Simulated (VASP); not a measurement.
A run of VASP 6.6.1 is set up as follows.

Contents of INCAR:

```
PREC = Accurate
ENCUT = 500
EDIFF = 1E-7
ISMEAR = -1
SIGMA = 0.01
LREAL = False
LASPH = True
NELM = 200
ALGO = Normal
ISIF = 3
LWAVE = False
LCHARG = False
ISPIN = 2
MAGMOM = 0.5
LORBIT = 11
LMAXMIX = 4
GGA = LIBXC
LIBXC1 = GGA_X_RPBE
LIBXC2 = GGA_C_LYP
IBRION = 2
NSW = 80
EDIFFG = -0.02
GGA_COMPAT = False
NELMIN = 4
```

Contents of KPOINTS:

```
Automatic mesh
0
Gamma
  11 11 11
```

The input POSCAR:

```
Ag
1.0
    0.0000000000      1.8963211180      1.8963211180
    1.8963211180      0.0000000000      1.8963211180
    1.8963211180      1.8963211180      0.0000000000
Ag
1
Direct
    0.0000000000      0.0000000000      0.0000000000
```

Potentials or basis: VASP PAW PBE potentials, release 64 (Ag).

Command:

```console
$ cat potpaw_PBE.64/Ag/POTCAR > POTCAR
$ mpirun -np 1 vasp_std > vasp.out
```

**Question.** Predict the relaxed cell.

**Answer.** a = 3.059 Å, b = 3.059 Å, c = 3.059 Å, α = 60.00°, β = 60.00°, γ = 60.00°.

**Question.** Estimate the net moment.

**Answer.** 0.00 μB per cell.

Final structure:
```cif
data_structure
_symmetry_space_group_name_H-M 'P 1'
_symmetry_Int_Tables_number 1
_cell_length_a 3.0586
_cell_length_b 3.0586
_cell_length_c 3.0586
_cell_angle_alpha 60.000
_cell_angle_beta 60.000
_cell_angle_gamma 60.000
_cell_volume 20.23
loop_
_atom_site_label
_atom_site_type_symbol
_atom_site_fract_x
_atom_site_fract_y
_atom_site_fract_z
_atom_site_occupancy
Ag1 Ag 0.00000 0.00000 0.00000 1
```

 Zero-point motion and thermal expansion aren't in these numbers.
